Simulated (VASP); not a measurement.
The system is Hg.

```xyz
8
Lattice="5.6937 0.0000 0.0000 0.0000 5.6937 0.0000 0.0000 0.0000 5.6937" Properties=species:S:1:pos:R:3 pbc="T T T"
Hg    0.0000    0.0000    0.0000
Hg    2.8469    2.8469    2.8469
Hg    1.4234    0.0000    2.8469
Hg    4.2703    0.0000    2.8469
Hg    2.8469    1.4234    0.0000
Hg    2.8469    4.2703    0.0000
Hg    0.0000    2.8469    1.4234
Hg    0.0000    2.8469    4.2703
```

- Program: VASP 6.6.1
- Task: relaxation of cell and atoms
- Functional: revPBE
- Potentials or basis: VASP PAW PBE potentials, release 64 (Hg)
- Cutoff: 600 eV
- k mesh: 5 × 5 × 5
- Occupations: fermi-dirac, width 0.1 eV
- Spin: no spin polarisation

At the start: pressure 9.4 GPa; volume 23.07 Å³/atom.

**Question.** Where does the relaxation end?

**Answer.** Over 8 steps the energy falls by 284.0 meV/atom and the volume is 52.30 Å³/atom (+126.7 %); space group Pm-3n (No. 223, to 0.1 Å) before and after.

The path:
| step | energy change (eV) | largest force (eV/Å) | pressure (GPa) | volume (Å³) |
| --- | --- | --- | --- | --- |
| 1 | 0.0000 | 0.0000 | 9.37 | 184.58 |
| 2 | -1.3361 | 0.0000 | 3.18 | 223.01 |
| 3 | -1.7576 | 0.0000 | 1.59 | 252.67 |
| 4 | -2.1372 | 0.0000 | 0.51 | 319.66 |
| 5 | -2.2361 | 0.0000 | -0.11 | 487.19 |
| 6 | -2.2642 | 0.0000 | -0.08 | 442.90 |
| 7 | -2.2514 | 0.0000 | 0.18 | 373.72 |
| 8 | -2.2719 | 0.0000 | -0.02 | 418.40 |

Final structure:
```
Hg
1.0
     7.47937    0.00000    0.00000
     0.00000    7.47937    0.00000
     0.00000    0.00000    7.47937
Hg
8
Direct
  0.00000 0.00000 0.00000
  0.50000 0.50000 0.50000
  0.25000 0.00000 0.50000
  0.75000 0.00000 0.50000
  0.50000 0.25000 0.00000
  0.50000 0.75000 0.00000
  0.00000 0.50000 0.25000
  0.00000 0.50000 0.75000
```

Caveat: the volume moved by over 15 % at a fixed basis, so the end points are rough; the PAW data sets were made with another functional, which shifts forces and pressure a little.
